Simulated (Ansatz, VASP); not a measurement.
**Two plane-wave programs on LiF**

```
Li F
1.0
     0.00000    2.01400    2.01400
     2.01400    0.00000    2.01400
     2.01400    2.01400    0.00000
Li F
1 1
Direct
  0.98683 0.00000 0.00000
  0.50000 0.50000 0.50000
```

Change from the starting cell: all Li atoms moved +0.037 Å, as atom 1 towards its neighbour atom 1 (Li) at 2.848 Å.

Alike in both runs: task single point; functional r2SCAN; k mesh 10 × 10 × 10; occupations gaussian, width 0.05 eV; no spin polarisation.

|  | VASP | Ansatz |
| --- | --- | --- |
| version | VASP 6.6.1 | Ansatz 0.2.0 |
| potentials or method | VASP PAW PBE potentials, release 64 (Li_sv, F), cutoff 520 eV | scalar-relativistic, plane waves, PAW |
| valence electrons in the cell | 10 | 10 |

```tsv
	VASP	Ansatz	Ansatz less VASP
gap on the k mesh at the Fermi level (eV)	10.26	10.06	-0.203
least direct gap on the mesh (eV)	10.26	10.06	-0.203
rms of the force components (eV/Å)	0.034	0.035	+0.0008
```

VASP's potentials were made for PBE, not for r2SCAN. Atom by atom the forces differ by 0.001 eV/Å (rms over components).

Noted on VASP's run: the cutoff is under 1.25 times that of the potentials, so the pressure is a little rough.
